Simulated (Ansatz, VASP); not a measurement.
**Ir in VASP and in Ansatz**

```
CELL_PARAMETERS angstrom
0.00000 1.92211 1.72990
1.92211 0.00000 1.72990
1.92211 1.92211 0.00000
ATOMIC_POSITIONS crystal
Ir 0.00000 0.00000 0.00000
```

Change from the starting cell: strain -0.1000 x Voigt [0, 0, 1, 0, 0, 0], atoms carried along.

Alike in both runs: task single point; functional r2SCAN; k mesh 26 × 26 × 26; occupations gaussian, width 0.15 eV; no spin polarisation.

```csv
,VASP,Ansatz
version,VASP 6.6.1,Ansatz 0.2.0
potentials or method,"VASP PAW PBE potentials, release 64 (Ir), cutoff 520 eV","scalar-relativistic, plane waves, PAW"
valence electrons in the cell,9,17
```

VASP gave:

| Quantity | Value |
| --- | --- |
| gap on the k mesh at the Fermi level (eV) | none |
| pressure (GPa) | 58.9 |
| traceless stress, the component that is largest in VASP (GPa) | 31.57 |

Task: What did Ansatz give for the same quantities?

Result: gap on the k mesh at the Fermi level (eV): none; pressure (GPa): 54.4; traceless stress, the component that is largest in VASP (GPa): 31.48.

VASP's potentials were made for PBE, not for r2SCAN. A gap of «none» marks a metal or a gap that the smearing closes. Both programs put the cell under a high pressure, so it lies far from rest at this level. VASP's potentials hold 9 valence electrons a cell and Ansatz's 17, so a difference there can come from the potentials and not from the codes.

Spin-orbit coupling is off throughout.
